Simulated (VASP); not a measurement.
# CaH5 in VASP: further runs

CaH5 is run at these levels: PBE; tasks: single point, relaxation of cell and atoms.

Everything below comes from runs of VASP 6.6.1. Logs are shortened: lines on timing, memory, paths and dates and some standing lists are left out, and cuts for length are marked.

## (1) The cell of the first run

It takes space group C2 (No. 5, monoclinic). The conventional cell has a = 7.082 Å, b = 4.990 Å, c = 3.378 Å, α = 90.00°, β = 117.76°, γ = 90.00°. Within 3.0 Å of Ca (site symmetry 2) lie 12 H at 2.20 to 3.00 Å. Within 2.7 Å of H (site symmetry 1) lie 6 H at 2.02 to 2.43 Å and 3 Ca at 2.24 to 2.53 Å. H (site symmetry 1) has 2 H at 0.96 to 1.22 Å within 1.3 Å. H (site symmetry 2) has 2 H at 1.22 Å within 1.6 Å.

The cell was generated, and may not be a known phase.

## (2) Single point, PBE

File INCAR:

```
PREC = Accurate
ENCUT = 520
EDIFF = 1E-6
ISMEAR = 0
SIGMA = 0.1
LREAL = False
LASPH = True
NELM = 60
ALGO = Normal
ISIF = 2
LWAVE = False
LCHARG = False
GGA = PE
NBANDS = 16
```

File KPOINTS:

```
Automatic mesh
0
Gamma
  4 4 4
```

File POSCAR:

```
CaH5
1.0
    3.5366345198     -2.4949251864     -0.1789459033
    3.5366345198      2.4949251864     -0.1789459033
   -1.4200274294      0.0000000000      3.0646041885
Ca H
1 5
Direct
    0.6394631982      0.3605368018      0.0000000000
    0.6222780427      0.9959776535      0.3123599665
    0.0040223465      0.3777219573      0.6876400335
    0.2243468972      0.7750865117      0.3575576643
    0.2249134883      0.7756531028      0.6424423357
    0.1976656571      0.8023343429      0.0000000000
```

Potentials or basis: VASP PAW PBE potentials, release 64 (Ca_sv, H).

Launch:

```console
$ cat potpaw_PBE.64/Ca_sv/POTCAR potpaw_PBE.64/H/POTCAR > POTCAR
$ mpirun -np 1 vasp_std > vasp.out
```

OUTCAR:

```text
PREC = Accurate
   ENCUT = 520
   EDIFF = 1E-6
   ISMEAR = 0
   LREAL = False
   LASPH = True
   NELM = 60
   ISIF = 2
   GGA = PE

 ion  position               nearest neighbor table
   1  0.639  0.361  0.000-
   2  0.622  0.996  0.312-
   3  0.004  0.378  0.688-
   4  0.224  0.775  0.358-
   5  0.225  0.776  0.642-
   6  0.198  0.802  0.000-

  LATTYP: Found a base centered monoclinic cell.
 ALAT       =     7.0823175198
 B/A-ratio  =     0.7045505033
 C/A-ratio  =     0.4769080248
 COS(beta)  =    -0.4657362424

  Lattice vectors:

 A1 = (   3.5366345198,  -2.4949251864,  -0.1789459033)
 A2 = (   3.5366345198,   2.4949251864,  -0.1789459033)
 A3 = (  -1.4200274294,   0.0000000000,   3.0646041885)

Analysis of symmetry for initial positions (statically):
=====================================================================
 Subroutine PRICEL returns:
 Original cell was already a primitive cell.

 Routine SETGRP: Setting up the symmetry group for a
 base centered monoclinic supercell.

 Subroutine GETGRP returns: Found  2 space group operations
 (whereof  2 operations were pure point group operations)
 out of a pool of  4 trial point group operations.

The static configuration has the point symmetry C_2 .

Analysis of symmetry for dynamics (positions and initial velocities):
=====================================================================
 Subroutine PRICEL returns:
 Original cell was already a primitive cell.

 Routine SETGRP: Setting up the symmetry group for a
 base centered monoclinic supercell.

 Subroutine GETGRP returns: Found  2 space group operations
 (whereof  2 operations were pure point group operations)
 out of a pool of  4 trial point group operations.

The dynamic configuration has the point symmetry C_2 .

 Subroutine INISYM returns: Found  2 space group operations
 (whereof  2 operations are pure point group operations),
 and found     1 'primitive' translations

----------------------------------------------------------------------------------------

                                     Primitive cell

  volume of cell :      52.8140

  direct lattice vectors                    reciprocal lattice vectors
     3.536634520 -2.494925186 -0.178945903     0.144771543 -0.200406811  0.067081929
     3.536634520  2.494925186 -0.178945903     0.144771543  0.200406811  0.067081929
    -1.420027429  0.000000000  3.064604189     0.016906767  0.000000000  0.334140401

  length of vectors
     4.331796053  4.331796053  3.377614059     0.256167279  0.256167279  0.334567850

  position of ions in fractional coordinates (direct lattice)
     0.639463198  0.360536802  1.000000000
     0.622278043  0.995977653  0.312359966
     0.004022347  0.377721957  0.687640034
     0.224346897  0.775086512  0.357557664
     0.224913488  0.775653103  0.642442336
     0.197665657  0.802334343  1.000000000

  ion indices of the primitive-cell ions
   primitive index   ion index
                 1           1
                 2           2
                 3           3
                 4           4
                 5           5
                 6           6

----------------------------------------------------------------------------------------

 KPOINTS: Automatic mesh

Automatic generation of k-mesh.
 Grid dimensions read from file:
 generate k-points for:    4    4    4

 Generating k-lattice:

  Cartesian coordinates                     Fractional coordinates (reciprocal lattice)
     0.036192886 -0.050101703  0.016770482     0.250000000 -0.000000000  0.000000000
     0.036192886  0.050101703  0.016770482    -0.000000000  0.250000000  0.000000000
     0.004226692  0.000000000  0.083535100    -0.000000000 -0.000000000  0.250000000

  Length of vectors
     0.064041820  0.064041820  0.083641963

  Shift w.r.t. Gamma in fractional coordinates (k-lattice)
     0.000000000  0.000000000  0.000000000

 Subroutine IBZKPT returns following result:
 ===========================================

 Found     24 irreducible k-points:

 Following reciprocal coordinates:
            Coordinates               Weight
  0.000000  0.000000  0.000000      1.000000
  0.250000 -0.000000 -0.000000      4.000000
  0.500000 -0.000000 -0.000000      2.000000
  0.250000  0.250000 -0.000000      2.000000
  0.500000  0.250000  0.000000      4.000000
 -0.250000  0.250000  0.000000      2.000000
[... 16 lines left out ...]
 -0.250000  0.250000  0.500000      2.000000
  0.500000  0.500000  0.500000      1.000000
   k-points           NKPTS =     24   k-points in BZ     NKDIM =     24   number of bands    NBANDS=     16
   number of dos      NEDOS =    301   number of ions     NIONS =      6
   total plane-waves  NPLWV =  28672
   dimension x,y,z NGX =    32 NGY =   32 NGZ =   28
   dimension x,y,z NGXF=    64 NGYF=   64 NGZF=   56
   ions per type =               1   5
   NGX,Y,Z   is equivalent  to a cutoff of  12.28, 12.28, 13.78 a.u.
   NGXF,Y,Z  is equivalent  to a cutoff of  24.56, 24.56, 27.56 a.u.
 SYSTEM =  unknown system
   PREC   = accura    normal or accurate (medium, high low for compatibility)
   ISTART =      0    job   : 0-new  1-cont  2-samecut
   ICHARG =      2    charge: 1-file 2-atom 10-const
   ISPIN  =      1    spin polarized calculation?
   LNONCOLLINEAR =      F non collinear calculations
   LSORBIT =      F    spin-orbit coupling
   LASPH  =      T    aspherical Exc in radial PAW
   ENCUT  =  520.0 eV  38.22 Ry    6.18 a.u.   8.05  8.05  6.28*2*pi/ulx,y,z
   NELM   =     60;   NELMIN=  2; NELMDL= -5     # of ELM steps
   EDIFF  = 0.1E-05   stopping-criterion for ELM
   LREAL  =      F    real-space projection
   EDIFFG = 0.1E-04   stopping-criterion for IOM
   NSW    =      0    number of steps for IOM
   IBRION =     -1    ionic relax: 0-MD 1-quasi-New 2-CG
   NFREE  =      0    steps in history (QN), initial steepest desc. (CG)
   ISIF   =      2    stress and relaxation
   ISYM   =      2    0-nonsym 1-usesym 2-fastsym
   POTIM  = 0.5000    time-step for ionic-motion
   TEBEG  =    0.0;   TEEND  =   0.0 temperature during run
   PSTRESS=    0.0 pullay stress
   NELECT =      15.0000    total number of electrons
   NUPDOWN=      -1.0000    fix difference up-down
   EMIN   =  10.00;   EMAX   =-10.00  energy-range for DOS
   EFERMI =   0.00;   METHOD = LEGACY
   ISMEAR =     0;   SIGMA  =   0.10  broadening in eV -4-tet -1-fermi 0-gaus
   EFERMI_NEDOS =   21; number of points for ismear=-14 and -15
   IALGO  =     38    algorithm
   IMIX   =      4    mixing-type and parameters
     AMIX     =   0.40;   BMIX     =  1.00
     AMIX_MAG =   1.60;   BMIX_MAG =  1.00
  volume/ion in A,a.u.               =       8.80        59.40
  Fermi-wavevector in a.u.,A,eV,Ry     =   1.076108  2.033548 15.755648  1.158007
  Thomas-Fermi vector in A             =   2.211983
   LORBIT       =      0    0 simple, 1 ext, 2 COOP (PROOUT), +10 PAW based schemes
   GGA     = PE    functional components
   LHFCALC =     F    Hartree Fock is set to
   AEXX    =    0.0000 exact exchange contribution
   IVDW    =     0    specifies the selected vdW correction
   LEPSILON=     F    determine dielectric tensor
   LRPA    =     F    only Hartree local field effects (RPA)
 non-spin polarized calculation
 Gauss-broadening in eV      SIGMA  =   0.10
  energy-cutoff  :      520.00
  volume of cell :       52.81
 maximum number of plane-waves:      1434
   NGX = 17   NGY = 17   NGZ = 13

 number of electron      15.0000001 magnetization

 Free energy of the ion-electron system (eV)
  ---------------------------------------------------
  ext. energy  EPLUGINS =         0.00000000
  ---------------------------------------------------
  free energy    TOTEN  =       -17.84660253 eV

  energy without entropy =      -17.83584228  energy(sigma->0) =      -17.84122240

 E-fermi :   0.1783     XC(G=0):  -8.6855

 val. band max:        0.1450279965   @ k =  -0.2500   0.2500   0.2500
 cond. band min:       0.2367339191   @ k =  -0.2500  -0.2500   0.2500
 fundamental gap:      0.0917059226
 Fermi energy:         0.1782702262

 k-point     1 :       0.0000    0.0000    0.0000
  band No.  band energies     occupation
      1     -39.2828      2.00000
      2     -20.3488      2.00000
      3     -20.2705      2.00000
      4     -20.1414      2.00000
      5      -8.5022      2.00000
      6      -1.7070      2.00000
[... 8 lines left out ...]
     15       7.8480      0.00000
     16       8.4222      0.00000

 k-point     2 :       0.2500   -0.0000   -0.0000
  band No.  band energies     occupation
      1     -39.2814      2.00000
      2     -20.3709      2.00000
      3     -20.2834      2.00000
      4     -20.1434      2.00000
      5      -8.1995      2.00000
      6      -2.3239      2.00000
[... 8 lines left out ...]
     15       8.0424      0.00000
     16      10.1460      0.00000

 k-point     3 :       0.5000   -0.0000   -0.0000
  band No.  band energies     occupation
      1     -39.2799      2.00000
      2     -20.3978      2.00000
      3     -20.2911      2.00000
      4     -20.1454      2.00000
      5      -7.8440      2.00000
      6      -2.9942      2.00000
[... 8 lines left out ...]
     15       8.5734      0.00000
     16      10.8069      0.00000

 k-point     4 :       0.2500    0.2500   -0.0000
  band No.  band energies     occupation
      1     -39.2802      2.00000
      2     -20.3683      2.00000
      3     -20.3037      2.00000
      4     -20.1458      2.00000
      5      -8.1181      2.00000
      6      -2.3801      2.00000
[... 8 lines left out ...]
     15       7.8337      0.00000
     16      10.6316      0.00000
[... 324 lines left out ...]
 k-point    22 :       0.5000    0.2500    0.5000
  band No.  band energies     occupation
      1     -39.2485      2.00000
      2     -20.4862      2.00000
      3     -20.3284      2.00000
      4     -20.2556      2.00000
      5      -5.4545      2.00000
      6      -4.3805      2.00000
[... 8 lines left out ...]
     15       9.3048      0.00000
     16      11.0334      0.00000

 k-point    23 :      -0.2500    0.2500    0.5000
  band No.  band energies     occupation
      1     -39.2485      2.00000
      2     -20.4842      2.00000
      3     -20.3350      2.00000
      4     -20.2556      2.00000
      5      -5.4529      2.00000
      6      -4.2639      2.00000
[... 8 lines left out ...]
     15       8.9753      0.00000
     16      10.1949      0.00000

 k-point    24 :       0.5000    0.5000    0.5000
  band No.  band energies     occupation
      1     -39.2486      2.00000
      2     -20.4880      2.00000
      3     -20.3229      2.00000
      4     -20.2550      2.00000
      5      -5.3710      2.00000
      6      -4.5742      2.00000
[... 8 lines left out ...]
     15       9.1700      0.00000
     16      10.8681      0.00000

------------------------ aborting loop because EDIFF is reached ----------------------------------------

  FORCE on cell =-STRESS in cart. coord.  units (eV):
  Direction    XX          YY          ZZ          XY          YZ          ZX
  --------------------------------------------------------------------------------------
  -------------------------------------------------------------------------------------
  Total        0.0246453     -0.0858045     -0.0301383      0.0000000      0.0000000     -0.0507093
  in kB        0.7476460     -2.6029878     -0.9142818      0.0000000      0.0000000     -1.5383313
  external PRESSURE =      -0.9232079 kB  Pullay stress =       0.0000000 kB

 VOLUME and BASIS-vectors are now :
 -----------------------------------------------------------------------------
  energy-cutoff  :      520.00
  volume of cell :       52.81
      direct lattice vectors                 reciprocal lattice vectors
     3.536634520 -2.494925186 -0.178945903     0.144771543 -0.200406811  0.067081929
     3.536634520  2.494925186 -0.178945903     0.144771543  0.200406811  0.067081929
    -1.420027429  0.000000000  3.064604189     0.016906767  0.000000000  0.334140401

 POSITION                                       TOTAL-FORCE (eV/Angst)
 -----------------------------------------------------------------------------------
      3.53663     -0.69590     -0.17895        -0.000000     -0.016373      0.000000
      5.27962      0.93235      0.66768        -0.001333     -0.003199     -0.002615
      0.37362      0.93235      2.03903         0.001333     -0.003199      0.002615
      3.02689      1.37405      0.91693         0.000533      0.003914      0.000728
      2.62635      1.37405      1.78978        -0.000533      0.003914     -0.000728
      3.53663      1.50860     -0.17895        -0.000000      0.014944     -0.000000
 -----------------------------------------------------------------------------------
    total drift:                                0.000000     -0.000137     -0.000000

  FREE ENERGIE OF THE ION-ELECTRON SYSTEM (eV)
  ---------------------------------------------------
  free  energy   TOTEN  =       -17.8466025262 eV

  energy  without entropy=      -17.8358422810  energy(sigma->0) =      -17.84122240
```

It took 8.5 s on 1 thread of Intel Xeon 6975P-C (Granite Rapids), shared host; peak memory 0.17 GiB.

What came out:

```yaml
Free_energy: -17.8466 eV
Pressure: -0.1 GPa
Largest_force: 0.016 eV/Å
Band_gap_on_the_k_mesh: zero (an odd number of electrons rules out a gap without spin polarisation)
```

Forces in eV/Å, atoms in the order of the input:
```
Ca   0.000 -0.016  0.000
H   -0.001 -0.003 -0.003
H    0.001 -0.003  0.003
H    0.001  0.004  0.001
H   -0.001  0.004 -0.001
H    0.000  0.015  0.000
```

Caveat: the k points lie up to 0.53 Å⁻¹ apart, too coarse for converged energies and pressures of a metal; an odd number of electrons without spin polarisation forces a metal; a magnetic or distorted state may lie lower.

(Continued in part 2 of 3.)

The gap in the log of VASP goes by the Fermi energy; the results here count the filled bands.